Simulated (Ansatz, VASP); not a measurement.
# H: VASP beside Ansatz

Contents of INCAR:

```
SYSTEM = H
PREC     = Accurate       ! precision mode
ENCUT    = 600            ! plane-wave cutoff, eV
EDIFF    = 1E-7           ! SCF threshold, eV
ISMEAR   = 0              ! smearing method
SIGMA    = 0.05           ! smearing width, eV
LREAL    = .FALSE.        ! projectors in reciprocal space
LASPH    = .TRUE.         ! aspherical terms in the spheres
NELM     = 100            ! most SCF steps
ALGO     = Normal         ! electronic algorithm
ISIF     = 3              ! what is computed and relaxed
LWAVE    = .FALSE.        ! write WAVECAR
LCHARG   = .FALSE.        ! write CHGCAR
GGA      = PE             ! functional
IBRION   = 2              ! ionic algorithm
NSW      = 100            ! ionic steps
EDIFFG   = -0.01          ! ionic threshold
```

The input KPOINTS:

```
regular mesh
0
G
  8 8 4
  0 0 0
```

POSCAR

```
H
1.0
    1.6429446110     -2.9950960777     -0.0128873416
    1.6862519186      3.0220260367      0.0040725783
   -0.0168429625      0.0201514422      6.4384778572
H
4
Direct
    0.5728355296      0.4552790711      0.9548698340
    0.4531579492      0.5496798861      0.0279280043
    0.4276248097      0.5537401726      0.4741460927
    0.5463817115      0.4413008701      0.5430560690
```

Input for Ansatz:

```yaml
crystal:
  lattice:
    - [1.642944611, -2.9950960777, -0.0128873416]
    - [1.6862519186, 3.0220260367, 0.0040725783]
    - [-0.0168429625, 0.0201514422, 6.4384778572]
  atoms:
    - { symbol: H, position: [0.5728355296, 0.4552790711, 0.954869834] }
    - { symbol: H, position: [0.4531579492, 0.5496798861, 0.0279280043] }
    - { symbol: H, position: [0.4276248097, 0.5537401726, 0.4741460927] }
    - { symbol: H, position: [0.5463817115, 0.4413008701, 0.543056069] }
basis:
  ecutwfc: 420
kpoints:
  mp_grid: { grid: [8, 8, 4] }
hamiltonian:
  xc: pbe
scf:
  occupations: { method: gaussian, width: 0.05 }
output:
  forces: true
  stress: true
  eigenvalues: true
relax:
  adjacent_minimum: "off"
  f_tol: 0.01
  max_steps: 80
  cell: { stress_tol: 0.1 }
```

Change from the starting cell: all atoms moved at random, sigma 0.05 Å a component, cell strained at random, sigma 0.03; relaxed back.

Alike in both runs: task relaxation of cell and atoms; functional PBE; k mesh 8 × 8 × 4; occupations gaussian, width 0.05 eV; no spin polarisation.

|  | VASP | Ansatz |
| --- | --- | --- |
| version | VASP 6.6.1 | Ansatz 0.2.0 |
| potentials or method | VASP PAW PBE potentials, release 64 (H), cutoff 600 eV | scalar-relativistic, plane waves, PAW |
| valence electrons in the cell | 4 | 4 |

Ansatz gave:

* gap on the k mesh at the Fermi level, each at its own relaxed structure (eV): 9.08
* relaxed volume (Å³/atom): 16.16
* relaxed cell length with the largest relative difference (Å): 6.244

Problem. Which values does VASP return?

Solution. gap on the k mesh at the Fermi level, each at its own relaxed structure (eV): 8.77; relaxed volume (Å³/atom): 16.88; relaxed cell length with the largest relative difference (Å): 6.739.

One of these differences is far larger than is usual between the two programs; its cause wasn't traced.
